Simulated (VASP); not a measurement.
# Si3C (P-4m2) in VASP: a series of runs

The runs below take Si3C through single point, with PBE.

Program: VASP 6.6.1. These are calculated values, not measurements. Logs are shortened: lines on timing, memory, paths and dates and some standing lists are left out, and cuts for length are marked.

## (1) The cell of the first run

It takes space group P-4m2 (No. 115, tetragonal). The conventional cell has a = 3.373 Å, b = 3.373 Å, c = 4.921 Å, α = 90.00°, β = 90.00°, γ = 90.00°. C (site symmetry -4m2) has 4 Si at 1.96 Å within 2.6 Å. Si (site symmetry 2mm) has 2 C at 1.96 Å and 2 Si at 2.23 Å within 2.6 Å. Within 3.0 Å of Si (site symmetry -4m2) lie 4 Si at 2.23 Å.

## (2) Single point, PBE (volume changed by -6%)

INCAR reads:

```
SYSTEM = Si3C
PREC = Accurate ; ENCUT = 520
EDIFF = 1E-7 ; ISMEAR = -1
SIGMA = 0.02 ; LREAL = .FALSE.
LASPH = .TRUE. ; NELM = 100
ALGO = Normal ; ISIF = 2
LWAVE = .FALSE. ; LCHARG = .FALSE.
GGA = PE ; NBANDS = 16
```

KPOINTS reads:

```
regular mesh
0
G
  6 6 4
  0 0 0
```

POSCAR reads:

```
Si3C
1.0
    3.3732204676      0.0000000000      0.0000000000
    0.0000000000      3.3732204676      0.0000000000
    0.0000000000      0.0000000000      4.9205870831
C Si
1 3
Direct
    0.0000000000      0.0000000000      0.0000000000
    0.0000000000      0.5000000000      0.2021229506
    0.5000000000      0.5000000000      0.5000000000
    0.5000000000      0.0000000000      0.7978770494
```

Potentials or basis: VASP PAW PBE potentials, release 64 (C, Si).

Command:

```sh
cat potpaw_PBE.64/C/POTCAR potpaw_PBE.64/Si/POTCAR > POTCAR
mpirun -np 1 vasp_std > vasp.out
```

OUTCAR:

```text
SYSTEM = Si3C
   PREC = Accurate
   ENCUT = 520
   EDIFF = 1E-7
   ISMEAR = -1
   LREAL = .FALSE.
   LASPH = .TRUE.
   NELM = 100
   ISIF = 2
   GGA = PE

 ion  position               nearest neighbor table
   1  0.000  0.000  0.000-   2 1.96   4 1.96   2 1.96   4 1.96
   2  0.000  0.500  0.202-   1 1.96   1 1.96   3 2.23   3 2.23   4 3.11   4 3.11   4 3.11   4 3.11

   3  0.500  0.500  0.500-   2 2.23   4 2.23   4 2.23   2 2.23
   4  0.500  0.000  0.798-   1 1.96   1 1.96   3 2.23   3 2.23   2 3.11   2 3.11   2 3.11   2 3.11

  LATTYP: Found a simple tetragonal cell.
 ALAT       =     3.3732204676
 C/A-ratio  =     1.4587208664

  Lattice vectors:

 A1 = (   3.3732204676,   0.0000000000,   0.0000000000)
 A2 = (   0.0000000000,   3.3732204676,   0.0000000000)
 A3 = (   0.0000000000,   0.0000000000,   4.9205870831)

Analysis of symmetry for initial positions (statically):
=====================================================================
 Subroutine PRICEL returns:
 Original cell was already a primitive cell.

 Routine SETGRP: Setting up the symmetry group for a
 simple tetragonal supercell.

 Subroutine GETGRP returns: Found  8 space group operations
 (whereof  8 operations were pure point group operations)
 out of a pool of 16 trial point group operations.

The static configuration has the point symmetry D_2d.

Analysis of symmetry for dynamics (positions and initial velocities):
=====================================================================
 Subroutine PRICEL returns:
 Original cell was already a primitive cell.

 Routine SETGRP: Setting up the symmetry group for a
 simple tetragonal supercell.

 Subroutine GETGRP returns: Found  8 space group operations
 (whereof  8 operations were pure point group operations)
 out of a pool of 16 trial point group operations.

The dynamic configuration has the point symmetry D_2d.

 Subroutine INISYM returns: Found  8 space group operations
 (whereof  8 operations are pure point group operations),
 and found     1 'primitive' translations

----------------------------------------------------------------------------------------

                                     Primitive cell

  volume of cell :      55.9895

  direct lattice vectors                    reciprocal lattice vectors
     3.373220468  0.000000000  0.000000000     0.296452607  0.000000000  0.000000000
     0.000000000  3.373220468  0.000000000     0.000000000  0.296452607  0.000000000
     0.000000000  0.000000000  4.920587083     0.000000000  0.000000000  0.203227782

  length of vectors
     3.373220468  3.373220468  4.920587083     0.296452607  0.296452607  0.203227782

  position of ions in fractional coordinates (direct lattice)
[... 83 lines left out ...]
   EDIFF  = 0.1E-06   stopping-criterion for ELM
   LREAL  =      F    real-space projection
   EDIFFG = 0.1E-05   stopping-criterion for IOM
   NSW    =      0    number of steps for IOM
   IBRION =     -1    ionic relax: 0-MD 1-quasi-New 2-CG
   NFREE  =      0    steps in history (QN), initial steepest desc. (CG)
   ISIF   =      2    stress and relaxation
   ISYM   =      2    0-nonsym 1-usesym 2-fastsym
   POTIM  = 0.5000    time-step for ionic-motion
   TEBEG  =    0.0;   TEEND  =   0.0 temperature during run
   PSTRESS=    0.0 pullay stress
   NELECT =      16.0000    total number of electrons
   NUPDOWN=      -1.0000    fix difference up-down
   EMIN   =  10.00;   EMAX   =-10.00  energy-range for DOS
   EFERMI =   0.00;   METHOD = LEGACY
   ISMEAR =    -1;   SIGMA  =   0.02  broadening in eV -4-tet -1-fermi 0-gaus
   EFERMI_NEDOS =   21; number of points for ismear=-14 and -15
   IALGO  =     38    algorithm
   IMIX   =      4    mixing-type and parameters
     AMIX     =   0.40;   BMIX     =  1.00
     AMIX_MAG =   1.60;   BMIX_MAG =  1.00
  volume/ion in A,a.u.               =      14.00        94.46
  Fermi-wavevector in a.u.,A,eV,Ry     =   1.078316  2.037722 15.820382  1.162765
  Thomas-Fermi vector in A             =   2.214251
   LORBIT       =      0    0 simple, 1 ext, 2 COOP (PROOUT), +10 PAW based schemes
   GGA     = PE    functional components
   LHFCALC =     F    Hartree Fock is set to
   AEXX    =    0.0000 exact exchange contribution
   IVDW    =     0    specifies the selected vdW correction
   LEPSILON=     F    determine dielectric tensor
   LRPA    =     F    only Hartree local field effects (RPA)
 non-spin polarized calculation
  energy-cutoff  :      520.00
  volume of cell :       55.99
 maximum number of plane-waves:      1544
 NGX is ok and might be reduce to    28
   NGX = 13   NGY = 13   NGZ = 19

 number of electron      15.9999999 magnetization

 Free energy of the ion-electron system (eV)
  ---------------------------------------------------
  ext. energy  EPLUGINS =         0.00000000
  ---------------------------------------------------
  free energy    TOTEN  =       -24.28541184 eV

  energy without entropy =      -24.28424233  energy(sigma->0) =      -24.28482709

 E-fermi :   8.2816     XC(G=0): -10.5226

 val. band max:        8.2752196338   @ k =   0.5000   0.0000   0.5000
 cond. band min:       8.4449255130   @ k =   0.1667   0.0000   0.0000
 fundamental gap:      0.1697058793
 Fermi energy:         8.2816173815

 k-point     1 :       0.0000    0.0000    0.0000
  band No.  band energies     occupation
      1      -6.8600      2.00000
      2      -1.6202      2.00000
      3      -0.5371      2.00000
      4       3.6993      2.00000
      5       3.6993      2.00000
      6       7.3811      2.00000
[... 433 lines left out ...]
      3      -0.7258      2.00000
      4       0.0037      2.00000
      5       4.6708      2.00000
      6       6.2047      2.00000
[... 8 lines left out ...]
     15      15.4753      0.00000
     16      17.8046      0.00000

 [... further k-points ...]
[... 5 lines left out ...]
  --------------------------------------------------------------------------------------
  -------------------------------------------------------------------------------------
  Total        3.0345568      3.0345568      3.3743862      0.0000000     -0.0000000      0.0000000
  in kB       86.8359337     86.8359337     96.5603867      0.0000000     -0.0000000      0.0000000
  external PRESSURE =      90.0774180 kB  Pullay stress =       0.0000000 kB

 VOLUME and BASIS-vectors are now :
 -----------------------------------------------------------------------------
  energy-cutoff  :      520.00
  volume of cell :       55.99
      direct lattice vectors                 reciprocal lattice vectors
     3.373220468  0.000000000  0.000000000     0.296452607  0.000000000  0.000000000
     0.000000000  3.373220468  0.000000000     0.000000000  0.296452607  0.000000000
     0.000000000  0.000000000  4.920587083     0.000000000  0.000000000  0.203227782

 POSITION                                       TOTAL-FORCE (eV/Angst)
 -----------------------------------------------------------------------------------
      0.00000      0.00000      0.00000         0.000000     -0.000000      0.000000
      0.00000      1.68661      0.99456         0.000000     -0.000000     -0.419804
      1.68661      1.68661      2.46029         0.000000      0.000000      0.000000
      1.68661      0.00000      3.92602         0.000000     -0.000000      0.419804
 -----------------------------------------------------------------------------------
    total drift:                               -0.000000      0.000000     -0.000000

  FREE ENERGIE OF THE ION-ELECTRON SYSTEM (eV)
  ---------------------------------------------------
  free  energy   TOTEN  =       -24.2854118428 eV

  energy  without entropy=      -24.2842423333  energy(sigma->0) =      -24.28482709
```

Wall time 11 s (1 thread of Intel Xeon 6975P-C (Granite Rapids), shared host); peak memory 0.17 GiB.

What came out:

- Free energy: -24.2854 eV
- Pressure: 9.0 GPa
- Largest force: 0.420 eV/Å
- Band gap on the k mesh: zero (band 8 reaches 8.49 eV, above the bottom of band 9 at 7.91 eV)

Forces on the atoms (eV/Å):
```
C    0.000  0.000  0.000
Si   0.000  0.000 -0.420
Si   0.000  0.000  0.000
Si   0.000  0.000  0.420
```

## (3) Single point, PBE (volume changed by -3%)

INCAR reads:

```
SYSTEM = Si3C
PREC = Accurate ; ENCUT = 520
EDIFF = 1E-6 ; ISMEAR = -1
SIGMA = 0.02 ; LREAL = .FALSE.
LASPH = .TRUE. ; NELM = 100
ALGO = Normal ; ISIF = 2
LWAVE = .FALSE. ; LCHARG = .TRUE.
GGA = PE ; LELF = .TRUE.
LVHAR = .TRUE. ; NBANDS = 16
```

KPOINTS is that of step 2.

POSCAR reads:

```
Si3C
1.0
    3.4087306610      0.0000000000      0.0000000000
    0.0000000000      3.4087306610      0.0000000000
    0.0000000000      0.0000000000      4.9723865432
C Si
1 3
Direct
    0.0000000000      0.0000000000      0.0000000000
    0.0000000000      0.5000000000      0.2021229506
    0.5000000000      0.5000000000      0.5000000000
    0.5000000000      0.0000000000      0.7978770494
```

Potentials or basis: VASP PAW PBE potentials, release 64 (C, Si).

Command:

```sh
cat potpaw_PBE.64/C/POTCAR potpaw_PBE.64/Si/POTCAR > POTCAR
mpirun -np 1 vasp_std > vasp.out
```

OUTCAR:

```text
SYSTEM = Si3C
   PREC = Accurate
   ENCUT = 520
   EDIFF = 1E-6
   ISMEAR = -1
   LREAL = .FALSE.
   LASPH = .TRUE.
   NELM = 100
   ISIF = 2
   GGA = PE

 ion  position               nearest neighbor table
   1  0.000  0.000  0.000-   2 1.98   4 1.98   2 1.98   4 1.98
   2  0.000  0.500  0.202-   1 1.98   1 1.98   3 2.26   3 2.26   4 3.14   4 3.14   4 3.14   4 3.14

   3  0.500  0.500  0.500-   2 2.26   4 2.26   4 2.26   2 2.26
   4  0.500  0.000  0.798-   1 1.98   1 1.98   3 2.26   3 2.26   2 3.14   2 3.14   2 3.14   2 3.14

  LATTYP: Found a simple tetragonal cell.
[... 650 lines left out ...]
 [... further k-points ...]
[... 5 lines left out ...]
  --------------------------------------------------------------------------------------
  -------------------------------------------------------------------------------------
  Total        1.4411884      1.4411884      1.6018501      0.0000000      0.0000000      0.0000000
  in kB       39.9651174     39.9651174     44.4203729      0.0000000      0.0000000      0.0000000
  external PRESSURE =      41.4502026 kB  Pullay stress =       0.0000000 kB

 VOLUME and BASIS-vectors are now :
 -----------------------------------------------------------------------------
  energy-cutoff  :      520.00
  volume of cell :       57.78
      direct lattice vectors                 reciprocal lattice vectors
     3.408730661  0.000000000  0.000000000     0.293364334  0.000000000  0.000000000
     0.000000000  3.408730661  0.000000000     0.000000000  0.293364334  0.000000000
     0.000000000  0.000000000  4.972386543     0.000000000  0.000000000  0.201110672

 POSITION                                       TOTAL-FORCE (eV/Angst)
 -----------------------------------------------------------------------------------
      0.00000      0.00000      0.00000         0.000000     -0.000000      0.000000
      0.00000      1.70437      1.00503        -0.000000     -0.000000     -0.236459
      1.70437      1.70437      2.48619        -0.000000      0.000000      0.000000
      1.70437      0.00000      3.96735        -0.000000     -0.000000      0.236459
 -----------------------------------------------------------------------------------
    total drift:                               -0.000000      0.000000     -0.000000

  FREE ENERGIE OF THE ION-ELECTRON SYSTEM (eV)
  ---------------------------------------------------
  free  energy   TOTEN  =       -24.3583048555 eV

  energy  without entropy=      -24.3572675606  energy(sigma->0) =      -24.35778621
```

OSZICAR:

```text
N       E                     dE             d eps       ncg     rms          rms(c)
DAV:   1     0.235179690662E+02    0.23518E+02   -0.66093E+03   960   0.873E+02
DAV:   2    -0.234968573005E+02   -0.47015E+02   -0.42725E+02  1328   0.126E+02
DAV:   3    -0.259179951303E+02   -0.24211E+01   -0.24010E+01  1296   0.273E+01
DAV:   4    -0.259426227583E+02   -0.24628E-01   -0.24624E-01  1248   0.348E+00
DAV:   5    -0.259429362224E+02   -0.31346E-03   -0.31345E-03  1320   0.373E-01    0.931E+00
DAV:   6    -0.244498793479E+02    0.14931E+01   -0.27119E+00  1200   0.107E+01    0.487E+00
DAV:   7    -0.243793853752E+02    0.70494E-01   -0.54056E-01  1184   0.446E+00    0.241E+00
DAV:   8    -0.243584298286E+02    0.20956E-01   -0.60385E-02  1328   0.148E+00    0.539E-01
DAV:   9    -0.243579011929E+02    0.52864E-03   -0.66407E-03  1256   0.643E-01    0.180E-01
DAV:  10    -0.243582170767E+02   -0.31588E-03   -0.97909E-04  1272   0.211E-01    0.741E-02
DAV:  11    -0.243582915082E+02   -0.74431E-04   -0.13749E-04  1216   0.758E-02    0.250E-02
DAV:  12    -0.243583042954E+02   -0.12787E-04   -0.22706E-05  1280   0.304E-02    0.862E-03
DAV:  13    -0.243583048555E+02   -0.56004E-06   -0.20993E-06  1072   0.978E-03
   1 F= -.24358305E+02 E0= -.24357786E+02  d E =-.103729E-02
```

stdout:

```text
POSCAR found type information on POSCAR C Si
 POSCAR found :  2 types and       4 ions
 scaLAPACK will be used
 LDA part: xc-table for (Slater+PW92), standard interpolation
 POSCAR, INCAR and KPOINTS ok, starting setup
 FFT: planning ... GRIDC
 FFT: planning ... GRID_SOFT
 FFT: planning ... GRID
 WAVECAR not read
 entering main loop
```

Run time: 11 s. Hardware: 1 thread of Intel Xeon 6975P-C (Granite Rapids), shared host; peak memory 0.18 GiB.

Results:

| Property | Result |
| --- | --- |
| Free energy | -24.3583 eV |
| Pressure | 4.1 GPa |
| Largest force | 0.236 eV/Å |
| Band gap on the k mesh | zero (band 8 reaches 8.11 eV, above the bottom of band 9 at 7.57 eV) |

Forces in eV/Å, atoms in the order of the input:
```
C    0.000  0.000  0.000
Si   0.000  0.000 -0.236
Si   0.000  0.000  0.000
Si   0.000  0.000  0.236
```

Stress tensor (GPa, compression positive):
```
4.00 0.00 0.00
0.00 4.00 0.00
0.00 0.00 4.44
```
